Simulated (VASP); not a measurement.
Mo2F3, 10 atoms in the cell. The typed cell holds 10 atoms: a = 2.570 Å, b = 5.765 Å, c = 10.470 Å, α = 93.71°, β = 90.47°, γ = 96.89°. 

```yaml
Program: VASP 6.6.1
Task: single point
Functional: PBE
Potentials_or_basis: VASP PAW PBE potentials, release 64 (Mo_sv, F)
Cutoff: 520 eV
k_mesh: 6 × 4 × 2
Occupations: gaussian, width 0.1 eV
Spin: no spin polarisation
Dipole_correction: no
Further_INCAR_settings: ALGO = Normal; EDIFF = 1e-07; NBANDS = 60
```

Potentials or basis: VASP PAW PBE potentials, release 64 (Mo_sv, F).

Run with:

```bash
$ cat potpaw_PBE.64/Mo_sv/POTCAR potpaw_PBE.64/F/POTCAR > POTCAR
$ mpirun -np 1 vasp_std > vasp.out
```

Hardware: 1 thread of Intel(R) Xeon(R) 6975P-C (Granite Rapids) (shared host).

**Question.** How long does it take, and how much memory?

**Answer.** It took 3.6 min on 1 thread of Intel(R) Xeon(R) 6975P-C (Granite Rapids), with other jobs on the host, peak memory 0.36 GiB. Counts: scf iterations 21, k points 28.
